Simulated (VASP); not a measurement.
A run of VASP 6.6.1 is set up as follows.

Contents of INCAR:

```
  ALGO = Normal
  EDIFF = 1E-7
  ENCUT = 520
  GGA = PE
  ISIF = 2
  ISMEAR = 0
  LASPH = T
  LCHARG = F
  LREAL = F
  LWAVE = F
  NBANDS = 12
  NELM = 80
  PREC = Accurate
  SIGMA = 0.1
```

Contents of KPOINTS:

```
k-points
0
Gamma
  20 20 20
```

File POSCAR:

```
Cu
1.0
    0.0000000000      1.7778254846      1.7778254846
    1.7778254846      0.0000000000      1.7778254846
    1.7778254846      1.7778254846      0.0000000000
Cu
1
Direct
    0.0000000000      0.0000000000      0.0000000000
```

Potentials or basis: VASP PAW PBE potentials, release 64 (Cu).

Run with:

```sh
$ cat potpaw_PBE.64/Cu/POTCAR > POTCAR
$ mpirun -np 1 vasp_std > vasp.out
```

Q: Predict the pressure.

A: 10.7 GPa.

Q: Estimate the band gap on the k mesh.

A: Zero (an odd number of electrons rules out a gap without spin polarisation).

Caveat: the cell stands under pressure.
